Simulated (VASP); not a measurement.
# Cr (P-1) in VASP: single point with revPBE

Aim: the single point of Cr with revPBE.

All numbers are computed with VASP 6.6.1; they aren't measurements. Logs are shortened: lines on timing, memory, paths and dates and some standing lists are left out, and cuts for length are marked.

## 1. The cell of the first run

The typed cell holds 2 atoms: a = 2.880 Å, b = 3.039 Å, c = 2.887 Å, α = 92.74°, β = 86.18°, γ = 90.19°.

## 2. Single point, revPBE, collinear spin, antiferromagnetic start

Contents of INCAR:

```
  PREC = Accurate
  ENCUT = 500
  EDIFF = 1E-6
  ISMEAR = 1
  SIGMA = 0.1
  LREAL = F
  LASPH = T
  NELM = 200
  ALGO = Normal
  ISIF = 2
  LWAVE = F
  LCHARG = F
  ISPIN = 2
  MAGMOM = -3 3
  LORBIT = 11
  LMAXMIX = 4
  GGA = RE
  NELECT = 23.9
  NBANDS = 23
  GGA_COMPAT = F
```

Contents of KPOINTS:

```
regular mesh
0
Gamma
  2 2 2
```

Contents of POSCAR:

```
Cr
1.0
    2.8787359617     -0.0038509375      0.0959607988
   -0.0038509375      3.0380337777     -0.0707442612
    0.0959607988     -0.0707442612      2.8848381315
Cr
2
Direct
    0.0000000000      0.0000000000      0.0000000000
    0.5000000000      0.5000000000      0.5000000000
```

Potentials or basis: VASP PAW PBE potentials, release 64 (Cr_pv).

Command:

```
$ cat potpaw_PBE.64/Cr_pv/POTCAR > POTCAR
$ mpirun -np 1 vasp_std > vasp.out
```

OUTCAR:

```text
PREC = Accurate
   ENCUT = 500
   EDIFF = 1E-6
   ISMEAR = 1
   LREAL = F
   LASPH = T
   NELM = 200
   ISIF = 2
   ISPIN = 2
   LORBIT = 11
   GGA = RE
   NELECT = 23.9

 ion  position               nearest neighbor table
   1  0.000  0.000  0.000-   2 2.45   2 2.45   2 2.53   2 2.53   2 2.55   2 2.55   2 2.64   2 2.64

   2  0.500  0.500  0.500-   1 2.45   1 2.45   1 2.53   1 2.53   1 2.55   1 2.55   1 2.64   1 2.64

  LATTYP: Found a triclinic cell.
 ALAT       =     2.8803374875
 B/A-ratio  =     1.4561010781
 C/A-ratio  =     1.7728814734
 COS(alpha) =     0.0016063698
 COS(beta)  =     0.5996640752
 COS(gamma) =     0.6892136075

  Lattice vectors:

 A1 = (  -2.8787359617,   0.0038509375,  -0.0959607988)
 A2 = (  -2.8825868992,   3.0418847152,  -0.1667050600)
 A3 = (  -2.9708458230,  -2.9634385790,  -2.9100546691)

Analysis of symmetry for initial positions (statically):
=====================================================================
 Subroutine PRICEL returns following result:

  LATTYP: Found a triclinic cell.
 ALAT       =     2.5268769171
 B/A-ratio  =     1.5593650209
 C/A-ratio  =     1.0104364273
 COS(alpha) =     0.0173768888
 COS(beta)  =     0.3539880101
 COS(gamma) =     0.7992574933
[... 12 lines left out ...]
 Subroutine GETGRP returns: Found  2 space group operations
 (whereof  2 operations were pure point group operations)
 out of a pool of  2 trial point group operations.

The static configuration has the point symmetry S_2 .

Analysis of symmetry for dynamics (positions and initial velocities):
=====================================================================
 Subroutine PRICEL returns following result:

  LATTYP: Found a triclinic cell.
 ALAT       =     2.5268769171
 B/A-ratio  =     1.5593650209
 C/A-ratio  =     1.0104364273
 COS(alpha) =     0.0173768888
 COS(beta)  =     0.3539880101
 COS(gamma) =     0.7992574933
[... 12 lines left out ...]
 Subroutine GETGRP returns: Found  2 space group operations
 (whereof  2 operations were pure point group operations)
 out of a pool of  2 trial point group operations.

The dynamic configuration has the point symmetry S_2 .

Analysis of structural, dynamic, and magnetic symmetry:
=====================================================================
 Subroutine PRICEL returns following result:

  LATTYP: Found a triclinic cell.
 ALAT       =     2.5268769171
 B/A-ratio  =     1.5593650209
 C/A-ratio  =     1.0104364273
[... 119 lines left out ...]
     AMIX     =   0.40;   BMIX     =  1.00
     AMIX_MAG =   1.60;   BMIX_MAG =  1.00
  volume/ion in A,a.u.               =      12.59        84.99
  Fermi-wavevector in a.u.,A,eV,Ry     =   1.608714  3.040029 35.211343  2.587961
  Thomas-Fermi vector in A             =   2.704539
   LORBIT       =     11    0 simple, 1 ext, 2 COOP (PROOUT), +10 PAW based schemes
   GGA     = RE    functional components
   LHFCALC =     F    Hartree Fock is set to
   AEXX    =    0.0000 exact exchange contribution
   IVDW    =     0    specifies the selected vdW correction
   LEPSILON=     F    determine dielectric tensor
   LRPA    =     F    only Hartree local field effects (RPA)
 spin polarized calculation
 Methfessel and Paxton  Order N= 1 SIGMA  =   0.10
  energy-cutoff  :      500.00
  volume of cell :       25.19
 maximum number of plane-waves:       646
 NGX is ok and might be reduce to    24
   NGX = 11   NGY = 11   NGZ = 11

 number of electron      23.8999986 magnetization      -0.0000000

 number of electron      23.8999986 magnetization       0.0000000

 Free energy of the ion-electron system (eV)
  ---------------------------------------------------
  ext. energy  EPLUGINS =         0.00000000
  ---------------------------------------------------
  free energy    TOTEN  =       -17.60558243 eV

  energy without entropy =      -17.60215383  energy(sigma->0) =      -17.60443956

 E-fermi :  10.5664     XC(G=0): -12.9471

 val. band max:       10.4783136213   @ k =   0.5000   0.0000   0.0000
 cond. band min:      10.5766113336   @ k =   0.0000  -0.0000   0.5000
 fundamental gap:      0.0982977122
 Fermi energy:        10.5664137386

 spin component 1

 k-point     1 :       0.0000    0.0000    0.0000
  band No.  band energies     occupation
      1     -33.3615      1.00000
      2     -33.2876      1.00000
      3     -33.2702      1.00000
      4     -31.7704      1.00000
      5     -31.7224      1.00000
      6     -31.7036      1.00000
[... 197 lines left out ...]
     22      19.8725      0.00000
     23      20.1078      0.00000
 Fermi energy:        10.5664137386

 spin component 2

 k-point     1 :       0.0000    0.0000    0.0000
  band No.  band energies     occupation
      1     -33.3615      1.00000
      2     -33.2876      1.00000
      3     -33.2702      1.00000
      4     -31.7704      1.00000
      5     -31.7224      1.00000
      6     -31.7036      1.00000
[... 197 lines left out ...]
     22      19.8725      0.00000
     23      20.1078      0.00000

------------------------ aborting loop because EDIFF is reached ----------------------------------------

  FORCE on cell =-STRESS in cart. coord.  units (eV):
  Direction    XX          YY          ZZ          XY          YZ          ZX
  --------------------------------------------------------------------------------------
  -------------------------------------------------------------------------------------
  Total       -2.7948508     -0.7725310     -0.5821807      0.0519349     -1.2489729     -0.8293501
  in kB     -177.7801804    -49.1406220    -37.0324556      3.3035760    -79.4470414    -52.7548753
  external PRESSURE =     -87.9844193 kB  Pullay stress =       0.0000000 kB

 VOLUME and BASIS-vectors are now :
 -----------------------------------------------------------------------------
  energy-cutoff  :      500.00
  volume of cell :       25.19
      direct lattice vectors                 reciprocal lattice vectors
     2.878735962 -0.003850938  0.095960799     0.347760382  0.000171539 -0.011563640
    -0.003850938  3.038033778 -0.070744261     0.000171539  0.329348420  0.008070834
     0.095960799 -0.070744261  2.884838132    -0.011563640  0.008070834  0.347222470

 POSITION                                       TOTAL-FORCE (eV/Angst)
 -----------------------------------------------------------------------------------
      0.00000      0.00000      0.00000        -0.000000     -0.000000      0.000000
      1.48542      1.48172      1.45503         0.000000      0.000000     -0.000000
 -----------------------------------------------------------------------------------
    total drift:                                0.000000      0.000000     -0.000000

  FREE ENERGIE OF THE ION-ELECTRON SYSTEM (eV)
  ---------------------------------------------------
  free  energy   TOTEN  =       -17.6055824271 eV

  energy  without entropy=      -17.6021538347  energy(sigma->0) =      -17.60443956

 total charge

# of ion       s       p       d       tot
------------------------------------------
    1        0.386   6.277   4.255  10.918
    2        0.386   6.277   4.255  10.918
--------------------------------------------------
tot          0.772  12.555   8.510  21.836

 magnetization (x)

# of ion       s       p       d       tot
------------------------------------------
    1       -0.006  -0.014  -1.453  -1.473
    2        0.006   0.014   1.453   1.473
--------------------------------------------------
tot          0.000   0.000  -0.000  -0.000
```

OSZICAR:

```text
N       E                     dE             d eps       ncg     rms          rms(c)
DAV:   1     0.239492661014E+03    0.23949E+03   -0.12315E+04   736   0.116E+03
DAV:   2    -0.112812961345E+02   -0.25077E+03   -0.24161E+03   743   0.370E+02
DAV:   3    -0.195491102123E+02   -0.82678E+01   -0.82070E+01   911   0.790E+01
DAV:   4    -0.196304311859E+02   -0.81321E-01   -0.81256E-01   870   0.779E+00
DAV:   5    -0.196314870985E+02   -0.10559E-02   -0.10559E-02   841   0.812E-01    0.210E+01
DAV:   6    -0.175482978452E+02    0.20832E+01   -0.12146E+01   764   0.369E+01    0.947E+00
DAV:   7    -0.175891181451E+02   -0.40820E-01   -0.11076E+00   806   0.107E+01    0.350E+00
DAV:   8    -0.176029695777E+02   -0.13851E-01   -0.49103E-02   848   0.140E+00    0.152E+00
DAV:   9    -0.176041735782E+02   -0.12040E-02   -0.15126E-02   869   0.105E+00    0.506E-01
DAV:  10    -0.176048388351E+02   -0.66526E-03   -0.32209E-03   890   0.517E-01    0.312E-01
DAV:  11    -0.176052771817E+02   -0.43835E-03   -0.99013E-04   904   0.333E-01    0.155E-01
DAV:  12    -0.176055391358E+02   -0.26195E-03   -0.44128E-04   806   0.167E-01    0.757E-02
DAV:  13    -0.176055876248E+02   -0.48489E-04   -0.11543E-04   918   0.654E-02    0.397E-02
DAV:  14    -0.176055835171E+02    0.41077E-05   -0.38505E-05   932   0.521E-02    0.118E-02
DAV:  15    -0.176055820317E+02    0.14854E-05   -0.42234E-06   806   0.168E-02    0.717E-03
DAV:  16    -0.176055824271E+02   -0.39541E-06   -0.84562E-07   578   0.845E-03
   1 F= -.17605582E+02 E0= -.17604440E+02  d E =-.342859E-02  mag=     0.0000
```

Wall time 33 s (1 thread of Intel Xeon 8259CL, shared host); peak memory 0.14 GiB.

What came out:

```
Free energy                                           : -17.6056 eV
Net moment                                            : 0.00 μB per cell
Site moments                                          : Cr -1.47, +1.47 μB
Valence electrons inside the program's atomic spheres : Cr 10.92
```

Caveat: the k points lie up to 1.09 Å⁻¹ apart; the cell carries a net charge on a neutralising background, which shifts energy and pressure; the cell is charged against a uniform background, so pressure and absolute levels hang on convention; the PAW data sets were made with another functional, which shifts forces and pressure a little.
